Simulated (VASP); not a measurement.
A run of VASP 6.6.1:

The input INCAR:

```
PREC = Accurate ; ENCUT = 600
EDIFF = 1E-6 ; ISMEAR = 0
SIGMA = 0.1 ; LREAL = False
LASPH = True ; NELM = 200
ALGO = Normal ; ISIF = 2
LWAVE = False ; LCHARG = False
GGA = PE ; NBANDS = 20
GGA_COMPAT = False ; LMAXMIX = 6
```

Contents of KPOINTS:

```
regular mesh
0
Gamma
  12 12 12
```

The input POSCAR:

```
PrAgC
1.0
    3.9881781639      0.0000000000      0.0000000000
   -1.9940890819      3.4538636047      0.0000000000
    0.0000000000      0.0000000000      3.9519801010
Pr Ag C
1 1 1
Direct
    0.0000000000      0.0000000000      0.0000000000
    0.6666666667      0.3333333333      0.5000000000
    0.3333333333      0.6666666667      0.5000000000
```

Potentials or basis: VASP PAW PBE potentials, release 64 (Pr_3, Ag, C), 4f in core.

The run is started by

```sh
$ cat potpaw_PBE.64/Pr_3/POTCAR potpaw_PBE.64/Ag/POTCAR potpaw_PBE.64/C/POTCAR > POTCAR
$ mpirun -np 1 vasp_std > vasp.out
```

Hardware: 1 thread of Intel(R) Xeon(R) Platinum 8488C (Sapphire Rapids) (shared host).

Q: Estimate the wall time of this run.

A: It took 89 s on 1 thread of Intel(R) Xeon(R) Platinum 8488C (Sapphire Rapids) (shared host), peak memory 0.33 GiB. Counts: scf iterations 14, k points 133.
